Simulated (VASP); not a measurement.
# TiO (P-62m) in VASP: notebook, part 2 of 2

VASP 6.6.1. Earlier steps stand in the parts before.

## 4. Relaxation of cell and atoms, PBEsol

This run uses another cell than the first one, of 10.32 Å³/atom.

Input file INCAR:

```
ALGO     = Normal         # electronic algorithm
EDIFF    = 1E-7           # SCF threshold, eV
EDIFFG   = -0.01          # ionic threshold
ENCUT    = 600            # plane-wave cutoff, eV
GGA      = PS             # functional
IBRION   = 2              # ionic algorithm
ISIF     = 3              # what is computed and relaxed
ISMEAR   = 0              # smearing method
LASPH    = T              # aspherical terms in the spheres
LCHARG   = F              # write CHGCAR
LREAL    = F              # projectors in reciprocal space
LWAVE    = F              # write WAVECAR
NELM     = 60             # most SCF steps
NSW      = 80             # ionic steps
PREC     = Accurate       # precision mode
SIGMA    = 0.1            # smearing width, eV
```

Input file KPOINTS:

```
k-points
0
Gamma
  6 6 6
```

Input file POSCAR:

```
TiO
1.0
    4.9890877720      0.0000000000      0.0000000000
   -2.4945438860      4.3206767523      0.0000000000
    0.0000000000      0.0000000000      2.8733134400
Ti O
3 3
Direct
    0.6666666667      0.3333333333      0.5000000000
    0.3333333333      0.6666666667      0.5000000000
    0.0000000000      0.0000000000      0.0000000000
    0.6055592400      0.6055592400      0.0000000000
    0.3944407600      0.0000000000      0.0000000000
    0.0000000000      0.3944407600      0.0000000000
```

Potentials or basis: VASP PAW PBE potentials, release 64 (Ti_sv, O).

Command:

```bash
cat potpaw_PBE.64/Ti_sv/POTCAR potpaw_PBE.64/O/POTCAR > POTCAR
mpirun -np 1 vasp_std > vasp.out
```

OUTCAR:

```text
EDIFF = 1E-7
   EDIFFG = -0.01
   ENCUT = 600
   GGA = PS
   IBRION = 2
   ISIF = 3
   ISMEAR = 0
   LASPH = T
   LREAL = F
   NELM = 60
   NSW = 80
   PREC = Accurate

 ion  position               nearest neighbor table
   1  0.667  0.333  0.500-   6 2.10   6 2.10   5 2.10   5 2.10   4 2.10   4 2.10   2 2.88   2 2.88
                             2 2.88
   2  0.333  0.667  0.500-   5 2.10   5 2.10   6 2.10   6 2.10   4 2.10   4 2.10   1 2.88   1 2.88
                             1 2.88
   3  0.000  0.000  0.000-   5 1.97   4 1.97   6 1.97
   4  0.606  0.606  0.000-   3 1.97   2 2.10   2 2.10   1 2.10   1 2.10
   5  0.394  0.000  0.000-   3 1.97   2 2.10   2 2.10   1 2.10   1 2.10
   6  0.000  0.394  0.000-   3 1.97   1 2.10   1 2.10   2 2.10   2 2.10

  LATTYP: Found a hexagonal cell.
 ALAT       =     4.9890877720
 C/A-ratio  =     0.5759196012

  Lattice vectors:

 A1 = (   4.9890877720,   0.0000000000,   0.0000000000)
 A2 = (  -2.4945438860,   4.3206767523,   0.0000000000)
 A3 = (   0.0000000000,   0.0000000000,   2.8733134400)

Analysis of symmetry for initial positions (statically):
=====================================================================
 Subroutine PRICEL returns:
 Original cell was already a primitive cell.

 Routine SETGRP: Setting up the symmetry group for a
 hexagonal supercell.

 Subroutine GETGRP returns: Found 12 space group operations
 (whereof 12 operations were pure point group operations)
 out of a pool of 24 trial point group operations.

The static configuration has the point symmetry D_3h.

Analysis of symmetry for dynamics (positions and initial velocities):
=====================================================================
 Subroutine PRICEL returns:
 Original cell was already a primitive cell.

 Routine SETGRP: Setting up the symmetry group for a
 hexagonal supercell.

 Subroutine GETGRP returns: Found 12 space group operations
 (whereof 12 operations were pure point group operations)
 out of a pool of 24 trial point group operations.

[... 137 lines left out ...]
   LEPSILON=     F    determine dielectric tensor
   LRPA    =     F    only Hartree local field effects (RPA)
 conjugate gradient relaxation of ions
 non-spin polarized calculation
 Gauss-broadening in eV      SIGMA  =   0.10
  energy-cutoff  :      600.00
  volume of cell :       61.94
 maximum number of plane-waves:      2088
 NGX is ok and might be reduce to    40
   NGX = 19   NGY = 19   NGZ = 11

--------------------------------------- Ionic step        1  -------------------------------------------

 number of electron      54.0000004 magnetization

 Free energy of the ion-electron system (eV)
  ---------------------------------------------------
  ext. energy  EPLUGINS =         0.00000000
  ---------------------------------------------------
  free energy    TOTEN  =       -56.85258207 eV

  energy without entropy =      -56.84883454  energy(sigma->0) =      -56.85070830

------------------------ aborting loop because EDIFF is reached ----------------------------------------

  FORCE on cell =-STRESS in cart. coord.  units (eV):
  Direction    XX          YY          ZZ          XY          YZ          ZX
  --------------------------------------------------------------------------------------
  -------------------------------------------------------------------------------------
  Total       -1.8635821     -1.8635821     -2.2983733      0.0000000      0.0000000      0.0000000
  in kB      -48.2062322    -48.2062322    -59.4531981      0.0000000      0.0000000      0.0000000
  external PRESSURE =     -51.9552208 kB  Pullay stress =       0.0000000 kB
[... 227 lines left out ...]
--------------------------------------- Ionic step        7  -------------------------------------------

 number of electron      54.0000001 magnetization

 Free energy of the ion-electron system (eV)
  ---------------------------------------------------
  ext. energy  EPLUGINS =         0.00000000
  ---------------------------------------------------
  free energy    TOTEN  =       -56.87654926 eV

  energy without entropy =      -56.87287038  energy(sigma->0) =      -56.87470982

 E-fermi :  10.8518     XC(G=0): -12.8186

 val. band max:       10.6840475829   @ k =   0.1667   0.1667   0.5000
 cond. band min:      10.9043731171   @ k =   0.1667   0.0000   0.0000
 fundamental gap:      0.2203255341
 Fermi energy:        10.8517815056

 k-point     1 :       0.0000    0.0000    0.0000
  band No.  band energies     occupation
      1     -47.1916      2.00000
      2     -47.1026      2.00000
      3     -46.6186      2.00000
      4     -23.7888      2.00000
      5     -23.7888      2.00000
      6     -23.4686      2.00000
[... 829 lines left out ...]
     31      12.2948      0.00000
     32      12.6808      0.00000

 [... further k-points ...]

------------------------ aborting loop because EDIFF is reached ----------------------------------------

  FORCE on cell =-STRESS in cart. coord.  units (eV):
  Direction    XX          YY          ZZ          XY          YZ          ZX
  --------------------------------------------------------------------------------------
  -------------------------------------------------------------------------------------
  Total       -0.0406530     -0.0406530     -0.0259951      0.0000000     -0.0000000      0.0000000
  in kB       -1.0757496     -1.0757496     -0.6878745      0.0000000     -0.0000000      0.0000000
  external PRESSURE =      -0.9464579 kB  Pullay stress =       0.0000000 kB
[... 21 lines left out ...]
  FREE ENERGIE OF THE ION-ELECTRON SYSTEM (eV)
  ---------------------------------------------------
  free  energy   TOTEN  =       -56.8765492565 eV

  energy  without entropy=      -56.8728703828  energy(sigma->0) =      -56.87470982

 reached required accuracy - stopping structural energy minimisation
```

CONTCAR:

```text
TiO
   1.00000000000000
     4.9574611730437752    0.0000000000000000    0.0000000000000000
    -2.4787305865218876    4.2932873141678893   -0.0000000000000000
     0.0000000000000000    0.0000000000000000    2.8447426952059804
  Ti              O
     3     3
Direct
     0.6666666667000030    0.3333333332999970    0.5000000000000000
     0.3333333332999970    0.6666666667000030    0.5000000000000000
     0.0000000000000000    0.0000000000000000    0.0000000000000000
     0.6049317510476011    0.6049317510476010    1.0000000000000000
     0.3950682489523990    0.0000000000000000    0.0000000000000000
     0.0000000000000000    0.3950682489523990    0.0000000000000000

  0.00000000E+00  0.00000000E+00  0.00000000E+00
  0.00000000E+00  0.00000000E+00  0.00000000E+00
  0.00000000E+00  0.00000000E+00  0.00000000E+00
  0.00000000E+00  0.00000000E+00  0.00000000E+00
  0.00000000E+00  0.00000000E+00  0.00000000E+00
  0.00000000E+00  0.00000000E+00  0.00000000E+00
```

Wall time 4.1 min (1 thread of AMD EPYC 9R45 (Zen 5), shared host); peak memory 0.19 GiB.

What came out:

```
Free energy                           : -56.8765 eV
Relaxed volume                        : 10.09 Å³/atom
Relaxed cell                          : a = 4.957 Å, b = 4.957 Å, c = 2.845 Å, α = 90.00°, β = 90.00°, γ = 120.00°
Space group after relaxing (to 0.1 Å) : P-62m (No. 189)
Energy gained by relaxing             : 4.0 meV/atom
Ionic steps                           : 7
Pressure after relaxing               : -0.1 GPa
Band gap on the k mesh                : zero (bands 27 and 28 overlap by 1.51 eV)
```

The path:
```
step  energy change (eV)  largest force (eV/Å)  pressure (GPa)  volume (Å³)
   1              0.0000                0.0073           -5.20        61.94
   2              0.0079                0.1421            6.63        58.99
   3             -0.0235                0.0612            0.01        60.54
   4             -0.0235                0.0626            0.11        60.52
   5             -0.0240                0.0122            0.08        60.50
   6             -0.0240                0.0088            0.09        60.50
   7             -0.0240                0.0018           -0.09        60.55
```

Final structure:
```cif
data_structure
_symmetry_space_group_name_H-M 'P 1'
_symmetry_Int_Tables_number 1
_cell_length_a 4.9575
_cell_length_b 4.9575
_cell_length_c 2.8447
_cell_angle_alpha 90.000
_cell_angle_beta 90.000
_cell_angle_gamma 120.000
_cell_volume 60.55
loop_
_atom_site_label
_atom_site_type_symbol
_atom_site_fract_x
_atom_site_fract_y
_atom_site_fract_z
_atom_site_occupancy
Ti1 Ti 0.66667 0.33333 0.50000 1
Ti2 Ti 0.33333 0.66667 0.50000 1
Ti3 Ti 0.00000 0.00000 0.00000 1
O1 O 0.60493 0.60493 0.00000 1
O2 O 0.39507 0.00000 0.00000 1
O3 O 0.00000 0.39507 0.00000 1
```

Levels at points of the mesh, in eV from the Fermi level:
```tsv
k point	band 25	band 26	band 27	band 28	band 29	band 30
(0.00, 0.00, 0.00)	-3.46	-0.85	-0.84	-0.84	0.32	0.32
(0.50, 0.00, 0.00)	-2.52	-2.12	-1.82	0.41	0.93	1.14
(0.00, 0.00, 0.50)	-2.01	-2.01	0.66	1.07	1.07	1.21
(0.50, 0.00, 0.50)	-2.06	-1.44	-0.55	0.51	0.67	1.66
```

Caveat: the k points lie up to 0.37 Å⁻¹ apart in the final cell, too coarse for converged energies and pressures of a metal; the PAW data sets were made with another functional, which shifts forces and pressure a little; semilocal functionals often make such compounds metallic where correlation or magnetic order opens a gap, which also shifts bond lengths.

## 5. Single point, PBEsol

Input file INCAR:

```
SYSTEM = TiO
  PREC = Accurate
  ENCUT = 520
  EDIFF = 1E-7
  ISMEAR = 0
  SIGMA = 0.1
  LREAL = .False.
  LASPH = .True.
  NELM = 100
  ALGO = Normal
  ISIF = 2
  LWAVE = .False.
  LCHARG = .True.
  GGA = PS
  LELF = .True.
  LVHAR = .True.
  NBANDS = 36
```

Input file KPOINTS:

```
Automatic mesh
0
Gamma
  12 12 12
  0 0 0
```

Input file POSCAR:

```
TiO
1.0
    4.9584385309      0.0000000000      0.0000000000
   -2.4792192654      4.2941337308      0.0000000000
    0.0000000000      0.0000000000      2.8359685983
Ti O
3 3
Direct
    0.6666666667      0.3333333333      0.5000000000
    0.3333333333      0.6666666667      0.5000000000
    0.0000000000      0.0000000000      0.0000000000
    0.6052946118      0.6052946118      0.0000000000
    0.3947053882      0.0000000000      0.0000000000
    0.0000000000      0.3947053882      0.0000000000
```

Command:

```bash
cat potpaw_PBE.64/Ti_sv/POTCAR potpaw_PBE.64/O/POTCAR > POTCAR
mpirun -np 1 vasp_std > vasp.out
```

Run time: 4 min. Hardware: 1 thread of AMD EPYC 9R45 (Zen 5), shared host; peak memory 0.31 GiB.

It converged, with:

| Quantity | Value |
| --- | --- |
| Free energy | -56.8699 eV |
| Pressure | 0.8 GPa |
| Largest force | 0.012 eV/Å |
| Band gap on the k mesh | zero (bands 27 and 28 overlap by 1.55 eV) |

Forces in eV/Å, atoms in the order of the input:
```
Ti   0.000  0.000  0.000
Ti   0.000  0.000  0.000
Ti   0.000  0.000  0.000
O   -0.006 -0.010  0.000
O    0.012  0.000  0.000
O   -0.006  0.010  0.000
```

Stress tensor (GPa, compression positive):
```
0.80 0.00 0.00
0.00 0.80 0.00
0.00 0.00 0.71
```

Levels at points of the mesh, in eV from the Fermi level:
```tsv
k point	band 23	band 24	band 25	band 26	band 27	band 28	band 29	band 30	band 31	band 32
(0.00, 0.00, 0.00)	-6.03	-5.61	-3.51	-0.93	-0.90	-0.90	0.29	0.29	0.80	0.80
(0.50, 0.00, 0.00)	-6.17	-5.39	-2.58	-2.19	-1.88	0.37	0.89	1.09	1.37	1.40
(0.00, 0.00, 0.50)	-5.86	-5.86	-2.06	-2.06	0.65	1.02	1.02	1.17	1.17	1.86
(0.50, 0.00, 0.50)	-6.59	-5.53	-2.11	-1.48	-0.60	0.47	0.63	1.64	1.66	1.86
```

Caveat: the PAW data sets were made with another functional, which shifts forces and pressure a little; semilocal functionals often make such compounds metallic where correlation or magnetic order opens a gap, which also shifts bond lengths.

## 6. Single point, PBEsol

This run uses another cell than the first one, of 10.32 Å³/atom.

Input file INCAR:

```
PREC = Accurate
ENCUT = 520
EDIFF = 1E-6
ISMEAR = 0
SIGMA = 0.1
LREAL = F
LASPH = T
NELM = 60
ALGO = Normal
ISIF = 2
LWAVE = F
LCHARG = F
GGA = PS
NBANDS = 36
```

Input file KPOINTS:

```
regular mesh
0
Gamma
  12 12 12
```

Input file POSCAR:

```
TiO
1.0
    4.9890877720      0.0000000000      0.0000000000
   -2.4945438860      4.3206767523      0.0000000000
    0.0000000000      0.0000000000      2.8733134400
Ti O
3 3
Direct
    0.6666666700      0.3333333300      0.5000000000
    0.3333333300      0.6666666700      0.5000000000
    0.0000000000      0.0000000000      0.0000000000
    0.6055592400      0.6055592400      0.0000000000
    0.3944407600      0.0000000000      0.0000000000
    0.0000000000      0.3944407600      0.0000000000
```

Potentials or basis: VASP PAW PBE potentials, release 64 (Ti_sv, O).

Command:

```bash
cat potpaw_PBE.64/Ti_sv/POTCAR potpaw_PBE.64/O/POTCAR > POTCAR
mpirun -np 1 vasp_std > vasp.out
```

OUTCAR:

```text
PREC = Accurate
   ENCUT = 520
   EDIFF = 1E-6
   ISMEAR = 0
   LREAL = F
   LASPH = T
   NELM = 60
   ISIF = 2
   GGA = PS

 ion  position               nearest neighbor table
   1  0.667  0.333  0.500-   6 2.10   6 2.10   5 2.10   5 2.10   4 2.10   4 2.10   2 2.88   2 2.88
                             2 2.88
   2  0.333  0.667  0.500-   5 2.10   5 2.10   6 2.10   6 2.10   4 2.10   4 2.10   1 2.88   1 2.88
                             1 2.88
   3  0.000  0.000  0.000-   5 1.97   4 1.97   6 1.97
   4  0.606  0.606  0.000-   3 1.97   2 2.10   2 2.10   1 2.10   1 2.10
   5  0.394  0.000  0.000-   3 1.97   2 2.10   2 2.10   1 2.10   1 2.10
[... 1145 lines left out ...]
  -------------------------------------------------------------------------------------
  Total       -1.6813180     -1.6813180     -2.4769012      0.0000000      0.0000000      0.0000000
  in kB      -43.4915131    -43.4915131    -64.0712703      0.0000000      0.0000000      0.0000000
  external PRESSURE =     -50.3514321 kB  Pullay stress =       0.0000000 kB

 VOLUME and BASIS-vectors are now :
 -----------------------------------------------------------------------------
  energy-cutoff  :      520.00
  volume of cell :       61.94
      direct lattice vectors                 reciprocal lattice vectors
     4.989087772  0.000000000  0.000000000     0.200437444  0.115722612  0.000000000
    -2.494543886  4.320676752  0.000000000     0.000000000  0.231445224  0.000000000
     0.000000000  0.000000000  2.873313440     0.000000000  0.000000000  0.348030252

 POSITION                                       TOTAL-FORCE (eV/Angst)
 -----------------------------------------------------------------------------------
      2.49454      1.44023      1.43666        -0.000000      0.000000      0.000000
     -0.00000      2.88045      1.43666        -0.000000      0.000000      0.000000
      0.00000      0.00000      0.00000        -0.000000      0.000000      0.000000
      1.51059      2.61643      0.00000         0.009127      0.015809      0.000000
      1.96790      0.00000      0.00000        -0.018255      0.000000      0.000000
     -0.98395      1.70425      0.00000         0.009127     -0.015809      0.000000
 -----------------------------------------------------------------------------------
    total drift:                               -0.000001     -0.000002      0.000001

  FREE ENERGIE OF THE ION-ELECTRON SYSTEM (eV)
  ---------------------------------------------------
  free  energy   TOTEN  =       -56.8486818190 eV

  energy  without entropy=      -56.8449521131  energy(sigma->0) =      -56.84681697
```

Wall time 3.6 min (1 thread of AMD EPYC 9R45 (Zen 5), shared host); peak memory 0.32 GiB.

What came out:

```
Free energy            : -56.8487 eV
Pressure               : -5.0 GPa
Largest force          : 0.018 eV/Å
Band gap on the k mesh : zero (bands 27 and 28 overlap by 1.41 eV)
```

Forces in eV/Å, atoms in the order of the input:
```
Ti   0.000  0.000  0.000
Ti   0.000  0.000  0.000
Ti   0.000  0.000  0.000
O    0.009  0.016  0.000
O   -0.018  0.000  0.000
O    0.009 -0.016  0.000
```

Stress tensor (GPa, compression positive):
```
-4.35  0.00  0.00
 0.00 -4.35  0.00
 0.00  0.00 -6.41
```

Caveat: the cell stands under tension; the PAW data sets were made with another functional, which shifts forces and pressure a little; semilocal functionals often make such compounds metallic where correlation or magnetic order opens a gap, which also shifts bond lengths.

## 7. The runs side by side

```tsv
task	cell	k mesh	cutoff (eV)	gap on the mesh (eV)	pressure (GPa)	largest force (eV/Å)
single point	a = 4.956, b = 4.956, c = 2.838 Å, angles 90.0, 90.0, 120.0°, 6 atoms	6 × 6 × 8	520	none	0.8	0.01
single point	a = 4.989, b = 4.989, c = 2.873 Å, angles 90.0, 90.0, 120.0°, 6 atoms	6 × 6 × 6, shifted	520	none	-5.1	0.02
relaxation of cell and atoms	relaxed from a = 4.989, b = 4.989, c = 2.873 Å, angles 90.0, 90.0, 120.0°, 6 atoms	6 × 6 × 6	600	none	-0.1	-
single point	a = 4.958, b = 4.958, c = 2.836 Å, angles 90.0, 90.0, 120.0°, 6 atoms	12 × 12 × 12	520	none	0.8	0.01
single point	a = 4.989, b = 4.989, c = 2.873 Å, angles 90.0, 90.0, 120.0°, 6 atoms	12 × 12 × 12	520	none	-5.0	0.02
```

Alike in all rows: level PBEsol; potentials or basis VASP PAW PBE potentials, release 64 (Ti_sv, O); no spin polarisation; smearing gaussian 0.1 eV.

Caveats: some runs use coarse meshes; the PAW data sets were made with another functional, which shifts forces and pressure a little; semilocal functionals often make such compounds metallic where correlation or magnetic order opens a gap, which also shifts bond lengths; the cell stands under tension (at least some runs).

Absolute energies hang on the potentials; compare differences alone.
